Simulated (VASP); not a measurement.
Runs of VASP 6.6.1 on Mo. The structure is that of space group Fd-3m (No. 227), or close to it. The cells are those of the table. 

```csv
task,cell,k mesh,cutoff (eV),gap on the mesh (eV),pressure (GPa)
single point,"a = 3.860 Å, angles 60.0°, 2 atoms",11 × 11 × 11,520,none,12.4
single point,"a = 4.021 Å, angles 60.0°, 2 atoms",11 × 11 × 11,520,none,-3.8
single point,"a = 3.969 Å, angles 60.0°, 2 atoms",10 × 10 × 10,520,none,0.5
single point,"a = 3.803 Å, angles 60.0°, 2 atoms",11 × 11 × 11,520,none,(b)
relaxation of cell and atoms,"relaxed from a = 3.904 Å, angles 60.0°, 2 atoms",10 × 10 × 10,600,none,0.0
single point,"a = 3.969 Å, angles 60.0°, 2 atoms",16 × 16 × 16,520,none,0.5
single point,"a = 3.915 Å, angles 60.0°, 2 atoms",11 × 11 × 11,520,none,5.8
single point,"a = 4.122 Å, angles 60.0°, 2 atoms",11 × 11 × 11,520,none,-10.3
single point,"a = 4.072 Å, angles 60.0°, 2 atoms",11 × 11 × 11,520,none,(a)
single point,"a = 3.969 Å, angles 60.0°, 2 atoms",11 × 11 × 11,520,none,0.5
```

Alike in all rows: level PBEsol; potentials or basis VASP PAW PBE potentials, release 64 (Mo_sv); no spin polarisation; smearing fermi-dirac 0.1 eV.

Question: Estimate the missing entries.

Answer: (a) -7.4; (b) 20.5.

Caveats: the PAW data sets were made with another functional, which shifts forces and pressure a little.

A k mesh can miss the band edges, and the runs leave out spin-orbit coupling on Mo.

A gap of «none» marks levels without a gap at the run's occupations.
